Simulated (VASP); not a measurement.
# AlRu (RuAl (Pm-3m)) (Pm-3m) in VASP: single point with PBE

Aim: the single point of AlRu (RuAl (Pm-3m)) with PBE.

Everything below comes from runs of VASP 6.6.1. Logs are shortened: lines on timing, memory, paths and dates and some standing lists are left out, and cuts for length are marked.

## 1. The cell of the first run

Symmetry: Pm-3m, No. 221, cubic system. The conventional cell has a = 3.003 Å, b = 3.003 Å, c = 3.003 Å, α = 90.00°, β = 90.00°, γ = 90.00°. Al (site symmetry m-3m) has 8 Ru at 2.60 Å and 6 Al at 3.00 Å within 3.4 Å. Within 3.4 Å of Ru (site symmetry m-3m) lie 8 Al at 2.60 Å and 6 Ru at 3.00 Å.

## 2. Single point, PBE

File INCAR:

```
SYSTEM = AlRu
PREC = Accurate
ENCUT = 520
EDIFF = 1E-6
ISMEAR = 1
SIGMA = 0.1
LREAL = Auto
LASPH = .TRUE.
NELM = 100
ALGO = Normal
ISIF = 2
LWAVE = .FALSE.
LCHARG = .FALSE.
GGA = PE
NBANDS = 82
```

File KPOINTS:

```
Automatic mesh
0
G
  3 3 3
  0 0 0
```

File POSCAR:

```
AlRu
1.0
    6.0068828253      0.0000000000      0.0000000000
    0.0000000000      6.0068828253      0.0000000000
    0.0000000000      0.0000000000      6.0068828253
Al Ru
8 8
Direct
    0.0000000000      0.0000000000      0.0000000000
    0.0000000000      0.0000000000      0.5000000000
    0.0000000000      0.5000000000      0.0000000000
    0.0000000000      0.5000000000      0.5000000000
    0.5000000000      0.0000000000      0.0000000000
    0.5000000000      0.0000000000      0.5000000000
    0.5000000000      0.5000000000      0.0000000000
    0.5000000000      0.5000000000      0.5000000000
    0.2500000000      0.2500000000      0.2500000000
    0.2500000000      0.2500000000      0.7500000000
    0.2500000000      0.7500000000      0.2500000000
    0.2500000000      0.7500000000      0.7500000000
    0.7500000000      0.2500000000      0.2500000000
    0.7500000000      0.2500000000      0.7500000000
    0.7500000000      0.7500000000      0.2500000000
    0.7500000000      0.7500000000      0.7500000000
```

Potentials or basis: VASP PAW PBE potentials, release 64 (Al, Ru_pv).

Command:

```
$ cat potpaw_PBE.64/Al/POTCAR potpaw_PBE.64/Ru_pv/POTCAR > POTCAR
$ mpirun -np 1 vasp_std > vasp.out
```

OUTCAR:

```text
SYSTEM = AlRu
   PREC = Accurate
   ENCUT = 520
   EDIFF = 1E-6
   ISMEAR = 1
   LREAL = Auto
   LASPH = .TRUE.
   NELM = 100
   ISIF = 2
   GGA = PE

 ion  position               nearest neighbor table
   1  0.000  0.000  0.000-   9 2.60  10 2.60  11 2.60  12 2.60  13 2.60  14 2.60  15 2.60  16 2.60
                             5 3.00   2 3.00   3 3.00   2 3.00   3 3.00   5 3.00
   2  0.000  0.000  0.500-   9 2.60  10 2.60  11 2.60  12 2.60  13 2.60  14 2.60  15 2.60  16 2.60
                             6 3.00   1 3.00   4 3.00   1 3.00   4 3.00   6 3.00
   3  0.000  0.500  0.000-   9 2.60  10 2.60  11 2.60  12 2.60  13 2.60  14 2.60  15 2.60  16 2.60
                             7 3.00   1 3.00   4 3.00   4 3.00   1 3.00   7 3.00
   4  0.000  0.500  0.500-   9 2.60  10 2.60  11 2.60  12 2.60  13 2.60  14 2.60  15 2.60  16 2.60
                             8 3.00   2 3.00   3 3.00   3 3.00   2 3.00   8 3.00
   5  0.500  0.000  0.000-   9 2.60  10 2.60  11 2.60  12 2.60  13 2.60  14 2.60  15 2.60  16 2.60
                             7 3.00   1 3.00   6 3.00   6 3.00   7 3.00   1 3.00
   6  0.500  0.000  0.500-   9 2.60  10 2.60  11 2.60  12 2.60  13 2.60  14 2.60  15 2.60  16 2.60
                             8 3.00   2 3.00   5 3.00   5 3.00   8 3.00   2 3.00
   7  0.500  0.500  0.000-   9 2.60  10 2.60  11 2.60  12 2.60  13 2.60  14 2.60  15 2.60  16 2.60
                             8 3.00   3 3.00   5 3.00   8 3.00   5 3.00   3 3.00
   8  0.500  0.500  0.500-   9 2.60  10 2.60  11 2.60  12 2.60  13 2.60  14 2.60  15 2.60  16 2.60
                             7 3.00   4 3.00   6 3.00   7 3.00   6 3.00   4 3.00
   9  0.250  0.250  0.250-   1 2.60   2 2.60   3 2.60   4 2.60   5 2.60   6 2.60   7 2.60   8 2.60
                            10 3.00  11 3.00  13 3.00  10 3.00  11 3.00  13 3.00
  10  0.250  0.250  0.750-   1 2.60   2 2.60   3 2.60   4 2.60   5 2.60   6 2.60   7 2.60   8 2.60
                             9 3.00  12 3.00  14 3.00   9 3.00  12 3.00  14 3.00
  11  0.250  0.750  0.250-   1 2.60   2 2.60   3 2.60   4 2.60   5 2.60   6 2.60   7 2.60   8 2.60
                             9 3.00  12 3.00  15 3.00  12 3.00   9 3.00  15 3.00
[... 14 lines left out ...]
  Lattice vectors:

 A1 = (   6.0068828253,   0.0000000000,   0.0000000000)
 A2 = (   0.0000000000,   6.0068828253,   0.0000000000)
 A3 = (   0.0000000000,   0.0000000000,   6.0068828253)

Analysis of symmetry for initial positions (statically):
=====================================================================
 Subroutine PRICEL returns following result:

  LATTYP: Found a simple cubic cell.
 ALAT       =     3.0034414126

  Lattice vectors:

 A1 = (   3.0034414126,   0.0000000000,   0.0000000000)
 A2 = (   0.0000000000,   3.0034414126,   0.0000000000)
 A3 = (   0.0000000000,   0.0000000000,   3.0034414126)

   8 primitive cells build up your supercell.

 Routine SETGRP: Setting up the symmetry group for a
 simple cubic supercell.

 Subroutine GETGRP returns: Found 48 space group operations
 (whereof 48 operations were pure point group operations)
 out of a pool of 48 trial point group operations.

The static configuration has the point symmetry O_h .

Analysis of symmetry for dynamics (positions and initial velocities):
=====================================================================
 Subroutine PRICEL returns following result:

  LATTYP: Found a simple cubic cell.
 ALAT       =     3.0034414126

  Lattice vectors:

 A1 = (   3.0034414126,   0.0000000000,   0.0000000000)
 A2 = (   0.0000000000,   3.0034414126,   0.0000000000)
 A3 = (   0.0000000000,   0.0000000000,   3.0034414126)

   8 primitive cells build up your supercell.

 Routine SETGRP: Setting up the symmetry group for a
 simple cubic supercell.

 Subroutine GETGRP returns: Found 48 space group operations
 (whereof 48 operations were pure point group operations)
 out of a pool of 48 trial point group operations.

The dynamic configuration has the point symmetry O_h .

 Subroutine INISYM returns: Found 48 space group operations
 (whereof 48 operations are pure point group operations),
 and found     8 'primitive' translations

----------------------------------------------------------------------------------------

                                     Primitive cell

  volume of cell :      27.0930

  direct lattice vectors                    reciprocal lattice vectors
     3.003441413  0.000000000  0.000000000     0.332951392  0.000000000  0.000000000
     0.000000000  3.003441413  0.000000000     0.000000000  0.332951392  0.000000000
     0.000000000  0.000000000  3.003441413     0.000000000  0.000000000  0.332951392

  length of vectors
     3.003441413  3.003441413  3.003441413     0.332951392  0.332951392  0.332951392

  position of ions in fractional coordinates (direct lattice)
     0.000000000  0.000000000  0.000000000
     0.500000000  0.500000000  0.500000000

  ion indices of the primitive-cell ions
   primitive index   ion index
                 1           1
                 2           9

----------------------------------------------------------------------------------------

 KPOINTS: Automatic mesh

Automatic generation of k-mesh.
 Grid dimensions read from file:
 generate k-points for:    3    3    3

 Generating k-lattice:

  Cartesian coordinates                     Fractional coordinates (reciprocal lattice)
     0.055491899  0.000000000  0.000000000     0.333333333  0.000000000  0.000000000
     0.000000000  0.055491899  0.000000000     0.000000000  0.333333333  0.000000000
     0.000000000  0.000000000  0.055491899     0.000000000  0.000000000  0.333333333

  Length of vectors
     0.055491899  0.055491899  0.055491899

  Shift w.r.t. Gamma in fractional coordinates (k-lattice)
     0.000000000  0.000000000  0.000000000

 Subroutine IBZKPT returns following result:
 ===========================================

 Found      4 irreducible k-points:

 Following reciprocal coordinates:
            Coordinates               Weight
  0.000000  0.000000  0.000000      1.000000
  0.333333  0.000000  0.000000      6.000000
  0.333333  0.333333  0.000000     12.000000
  0.333333  0.333333  0.333333      8.000000
   k-points           NKPTS =      4   k-points in BZ     NKDIM =      4   number of bands    NBANDS=     82
   number of dos      NEDOS =    301   number of ions     NIONS =     16
   total plane-waves  NPLWV = 110592
   dimension x,y,z NGX =    48 NGY =   48 NGZ =   48
   dimension x,y,z NGXF=    96 NGYF=   96 NGZF=   96
   ions per type =               8   8
   NGX,Y,Z   is equivalent  to a cutoff of  13.28, 13.28, 13.28 a.u.
   NGXF,Y,Z  is equivalent  to a cutoff of  26.57, 26.57, 26.57 a.u.
 SYSTEM =  AlRu
   PREC   = accura    normal or accurate (medium, high low for compatibility)
   ISTART =      0    job   : 0-new  1-cont  2-samecut
   ICHARG =      2    charge: 1-file 2-atom 10-const
   ISPIN  =      1    spin polarized calculation?
   LNONCOLLINEAR =      F non collinear calculations
   LSORBIT =      F    spin-orbit coupling
   LASPH  =      T    aspherical Exc in radial PAW
   ENCUT  =  520.0 eV  38.22 Ry    6.18 a.u.  11.17 11.17 11.17*2*pi/ulx,y,z
   NELM   =    100;   NELMIN=  2; NELMDL= -5     # of ELM steps
   EDIFF  = 0.1E-05   stopping-criterion for ELM
   LREAL  =      T    real-space projection
   EDIFFG = 0.1E-04   stopping-criterion for IOM
   NSW    =      0    number of steps for IOM
   IBRION =     -1    ionic relax: 0-MD 1-quasi-New 2-CG
   NFREE  =      0    steps in history (QN), initial steepest desc. (CG)
   ISIF   =      2    stress and relaxation
   ISYM   =      2    0-nonsym 1-usesym 2-fastsym
   POTIM  = 0.5000    time-step for ionic-motion
   TEBEG  =    0.0;   TEEND  =   0.0 temperature during run
   PSTRESS=    0.0 pullay stress
   NELECT =     136.0000    total number of electrons
   NUPDOWN=      -1.0000    fix difference up-down
   EMIN   =  10.00;   EMAX   =-10.00  energy-range for DOS
   EFERMI =   0.00;   METHOD = LEGACY
   ISMEAR =     1;   SIGMA  =   0.10  broadening in eV -4-tet -1-fermi 0-gaus
   EFERMI_NEDOS =   21; number of points for ismear=-14 and -15
   IALGO  =     38    algorithm
   IMIX   =      4    mixing-type and parameters
     AMIX     =   0.40;   BMIX     =  1.00
     AMIX_MAG =   1.60;   BMIX_MAG =  1.00
  volume/ion in A,a.u.               =      13.55        91.42
  Fermi-wavevector in a.u.,A,eV,Ry     =   1.401539  2.648525 26.726096  1.964313
  Thomas-Fermi vector in A             =   2.524391
   LORBIT       =      0    0 simple, 1 ext, 2 COOP (PROOUT), +10 PAW based schemes
   GGA     = PE    functional components
   LHFCALC =     F    Hartree Fock is set to
   AEXX    =    0.0000 exact exchange contribution
   IVDW    =     0    specifies the selected vdW correction
   LEPSILON=     F    determine dielectric tensor
   LRPA    =     F    only Hartree local field effects (RPA)
 non-spin polarized calculation
 Methfessel and Paxton  Order N= 1 SIGMA  =   0.10
  energy-cutoff  :      520.00
  volume of cell :      216.74
 maximum number of plane-waves:      5868
 NGX is ok and might be reduce to    48
   NGX = 23   NGY = 23   NGZ = 23

 number of electron     135.9999965 magnetization

 Free energy of the ion-electron system (eV)
  ---------------------------------------------------
  ext. energy  EPLUGINS =         0.00000000
  ---------------------------------------------------
  free energy    TOTEN  =      -114.04239623 eV

  energy without entropy =     -114.01585435  energy(sigma->0) =     -114.03354894

 E-fermi :  10.4114     XC(G=0): -12.5084

 val. band max:       10.3624865641   @ k =   0.3333   0.0000   0.0000
 cond. band min:      10.4150039610   @ k =   0.3333   0.3333   0.0000
 fundamental gap:      0.0525173968
 Fermi energy:        10.4113594325

 k-point     1 :       0.0000    0.0000    0.0000
  band No.  band energies     occupation
      1     -31.4328      2.00000
      2     -31.4328      2.00000
      3     -31.4328      2.00000
      4     -31.4077      2.00000
      5     -31.4077      2.00000
      6     -31.4077      2.00000
[... 321 lines left out ...]
     79      15.5985      0.00000
     80      15.7438      0.00000
 [bands above 80 left out]

------------------------ aborting loop because EDIFF is reached ----------------------------------------

  FORCE on cell =-STRESS in cart. coord.  units (eV):
  Direction    XX          YY          ZZ          XY          YZ          ZX
  --------------------------------------------------------------------------------------
  -------------------------------------------------------------------------------------
  Total       -0.1098483     -0.1098483     -0.1098483      0.0000000     -0.0000000      0.0000000
  in kB       -0.8120011     -0.8120011     -0.8120011      0.0000000     -0.0000000      0.0000000
  external PRESSURE =      -0.8120011 kB  Pullay stress =       0.0000000 kB

 VOLUME and BASIS-vectors are now :
 -----------------------------------------------------------------------------
  energy-cutoff  :      520.00
  volume of cell :      216.74
      direct lattice vectors                 reciprocal lattice vectors
     6.006882825  0.000000000  0.000000000     0.166475696  0.000000000  0.000000000
     0.000000000  6.006882825  0.000000000     0.000000000  0.166475696  0.000000000
     0.000000000  0.000000000  6.006882825     0.000000000  0.000000000  0.166475696

 POSITION                                       TOTAL-FORCE (eV/Angst)
 -----------------------------------------------------------------------------------
      0.00000      0.00000      0.00000         0.000000      0.000000      0.000000
      0.00000      0.00000      3.00344         0.000000      0.000000      0.000000
      0.00000      3.00344      0.00000         0.000000     -0.000000      0.000000
      0.00000      3.00344      3.00344         0.000000      0.000000      0.000000
      3.00344      0.00000      0.00000         0.000000     -0.000000      0.000000
      3.00344      0.00000      3.00344         0.000000      0.000000      0.000000
[... 8 lines left out ...]
      4.50516      4.50516      1.50172         0.000000     -0.000000      0.000000
      4.50516      4.50516      4.50516        -0.000000     -0.000000     -0.000000
 -----------------------------------------------------------------------------------
    total drift:                                0.000000     -0.000000     -0.000000

  FREE ENERGIE OF THE ION-ELECTRON SYSTEM (eV)
  ---------------------------------------------------
  free  energy   TOTEN  =      -114.0423962321 eV

  energy  without entropy=     -114.0158543477  energy(sigma->0) =     -114.03354894
```

It took 2.6 min on 1 thread of Intel Xeon Platinum 8375C at 2.90GHz (Ice Lake), shared host; peak memory 0.35 GiB.

Results:

- Free energy: -114.0424 eV
- Pressure: -0.1 GPa
- Band gap on the k mesh: zero (band 68 reaches 10.95 eV, above the bottom of band 69 at 9.89 eV)
